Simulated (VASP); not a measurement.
# ScAl3 in VASP: further runs, part 3 of 3

VASP 6.6.1. The steps go on from the part before.

### Step 5. Single point, r2SCAN (biaxial strain in the a-b plane: -4.0 %, then relaxed in part)

Input file POSCAR:

```
ScAl3
1.0
    3.9221151058      0.0000000000      0.0000000000
    0.0000000000      3.9221151058      0.0000000000
    0.0000000000      0.0000000000      4.1528848885
Sc Al
1 3
Direct
    0.0000000000      0.0000000000      0.0000000000
    0.5000000000      0.0000000000      0.5000000000
    0.0000000000      0.5000000000      0.5000000000
    0.5000000000      0.5000000000      0.0000000000
```

Input file INCAR.step1:

```
SYSTEM = ScAl3
ALGO     = Normal         ! electronic algorithm
EDIFF    = 1E-4           ! SCF threshold, eV
ENCUT    = 520            ! plane-wave cutoff, eV
GGA      = PE             ! functional
ISMEAR   = 0              ! smearing method
LASPH    = .TRUE.         ! aspherical terms in the spheres
LCHARG   = .FALSE.        ! write CHGCAR
LREAL    = .FALSE.        ! projectors in reciprocal space
LWAVE    = .TRUE.         ! write WAVECAR
NBANDS   = 18             ! bands
NELM     = 100            ! most SCF steps
PREC     = Accurate       ! precision mode
SIGMA    = 0.1            ! smearing width, eV
```

Input file INCAR.step2:

```
SYSTEM = ScAl3
ALGO     = Normal         ! electronic algorithm
EDIFF    = 1E-6           ! SCF threshold, eV
ENCUT    = 520            ! plane-wave cutoff, eV
ISIF     = 2              ! what is computed and relaxed
ISMEAR   = 0              ! smearing method
ISTART   = 1            
LASPH    = .TRUE.         ! aspherical terms in the spheres
LCHARG   = .TRUE.         ! write CHGCAR
LELF     = .TRUE.         ! ELF
LMIXTAU  = .TRUE.       
LREAL    = .FALSE.        ! projectors in reciprocal space
LVHAR    = .TRUE.       
LWAVE    = .FALSE.        ! write WAVECAR
METAGGA  = R2SCAN         ! meta-GGA
NBANDS   = 18             ! bands
NELM     = 100            ! most SCF steps
PREC     = Accurate       ! precision mode
SIGMA    = 0.1            ! smearing width, eV
```

Input file KPOINTS:

```
k-points
0
G
  14 14 14
  0 0 0
```

On the command line:

```
$ cat potpaw_PBE.64/Sc_sv/POTCAR potpaw_PBE.64/Al/POTCAR > POTCAR
$ cp INCAR.step1 INCAR
$ mpirun -np 1 vasp_std > vasp.out
$ cp INCAR.step2 INCAR
$ mpirun -np 1 vasp_std > vasp.out
```

Wall time 23 min (1 thread of Oxide Virtual Turin-like, shared host); peak memory 0.38 GiB.

Results (log left out):

| Quantity | Value |
| --- | --- |
| Free energy | -33.3407 eV |
| Pressure | 7.3 GPa |
| Band gap on the k mesh | zero (bands 10 and 11 overlap by 4.55 eV) |

Stress tensor (GPa, compression positive):
```
10.88  0.00  0.00
 0.00 10.88  0.00
 0.00  0.00  0.01
```

Levels at points of the mesh, in eV from the Fermi level:
```
           k point  band 7  band 8  band 9  band 10  band 11  band 12  band 13  band 14
(0.00, 0.00, 0.00)   -2.60   -2.51   -1.73    -1.73     1.28     1.39     1.39     1.58
(0.50, 0.00, 0.00)   -2.36   -1.81   -1.69     0.61     0.83     1.38     1.87     1.98
(0.50, 0.50, 0.00)   -5.88   -4.86   -0.88    -0.88     0.86     1.08     2.66     3.21
(0.00, 0.00, 0.50)   -1.78   -1.78   -1.61     1.32     1.32     1.37     1.85     1.90
(0.50, 0.00, 0.50)   -6.09   -4.85   -0.56    -0.36     1.44     1.82     2.23     3.01
(0.50, 0.50, 0.50)   -5.09   -5.08   -3.52    -3.23    -3.23     1.19     2.97     3.27
```

Caveat: the cell differs from its parent crystal (biaxial strain in the a-b plane: -4.0 %, then relaxed in part); the cell stands under pressure; the PAW data sets were made with another functional, which shifts forces and pressure a little.

### Step 6. The runs side by side

```csv
cell,k mesh,smearing,gap on the mesh (eV),pressure (GPa)
"a = 4.086 Å, 4 atoms",12 × 12 × 12,gaussian 0.15 eV,none,0.0
"a = 4.004, b = 4.004, c = 4.135 Å, 4 atoms",14 × 14 × 14,gaussian 0.1 eV,none,2.9
"a = 4.167, b = 4.167, c = 4.037 Å, 4 atoms",14 × 14 × 14,gaussian 0.1 eV,none,-2.4
"a = 3.922, b = 3.922, c = 4.153 Å, 4 atoms",14 × 14 × 14,gaussian 0.1 eV,none,7.3
```

Alike in all rows: task single point; level r2SCAN; potentials or basis VASP PAW PBE potentials, release 64 (Sc_sv, Al); no spin polarisation; cutoff (eV) 520.

Caveats: the PAW data sets were made with another functional, which shifts forces and pressure a little; the cell stands under pressure (at least some runs).

Absolute energies hang on the potentials; compare differences alone.
